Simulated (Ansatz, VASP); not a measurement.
**GaN: VASP beside Ansatz**

INCAR

```
  PREC = Accurate
  ENCUT = 520
  EDIFF = 1E-6
  ISMEAR = 0
  SIGMA = 0.05
  LREAL = F
  LASPH = T
  NELM = 60
  ALGO = Normal
  ISIF = 2
  LWAVE = F
  LCHARG = F
  GGA = PE
  NBANDS = 16
```

Contents of KPOINTS:

```
Automatic mesh
0
Gamma
  10 10 10
```

Contents of POSCAR:

```
GaN
1.0
    0.0000000000      2.2535006075      2.2535006075
    2.2535006075      0.0000000000      2.2535006075
    2.2535006075      2.2535006075      0.0000000000
Ga N
1 1
Direct
    0.0000000000      0.0000000000      0.0000000000
    0.7382331941      0.7617668059      0.7500000000
```

Input for Ansatz:

```yaml
crystal:
  lattice:
    - [0.0, 2.2535006075, 2.2535006075]
    - [2.2535006075, 0.0, 2.2535006075]
    - [2.2535006075, 2.2535006075, 0.0]
  atoms:
    - { symbol: Ga, position: [0.0, 0.0, 0.0] }
    - { symbol: "N", position: [0.7382331941, 0.7617668059, 0.75] }
basis:
  ecutwfc: 420
kpoints:
  mp_grid: { grid: [10, 10, 10] }
hamiltonian:
  xc: pbe
scf:
  occupations: { method: gaussian, width: 0.05 }
output:
  forces: true
  stress: true
  eigenvalues: true
```

Change from the starting cell: all N atoms moved +0.037 Å, as atom 2 along Cartesian [1 -1 0].

Alike in both runs: task single point; functional PBE; k mesh 10 × 10 × 10; occupations gaussian, width 0.05 eV; no spin polarisation.

|  | VASP | Ansatz |
| --- | --- | --- |
| version | VASP 6.6.1 | Ansatz 0.2.0 |
| potentials or method | VASP PAW PBE potentials, release 64 (Ga_d, N), cutoff 520 eV | scalar-relativistic, plane waves, PAW |
| valence electrons in the cell | 18 | 18 |

```tsv
	VASP	Ansatz	Ansatz less VASP
gap on the k mesh at the Fermi level (eV)	1.65	1.65	-0.007
least direct gap on the mesh (eV)	1.65	1.65	-0.007
pressure (GPa)	5.2	5.2	-0.06
traceless stress, the component that is largest in VASP (GPa)	-1.58	-1.62	-0.037
rms of the force components (eV/Å)	0.267	0.271	+0.0039
```

Atom by atom the forces differ by 0.004 eV/Å (rms over components). The functional is the same, so the differences come from potentials, cutoffs and numerics.
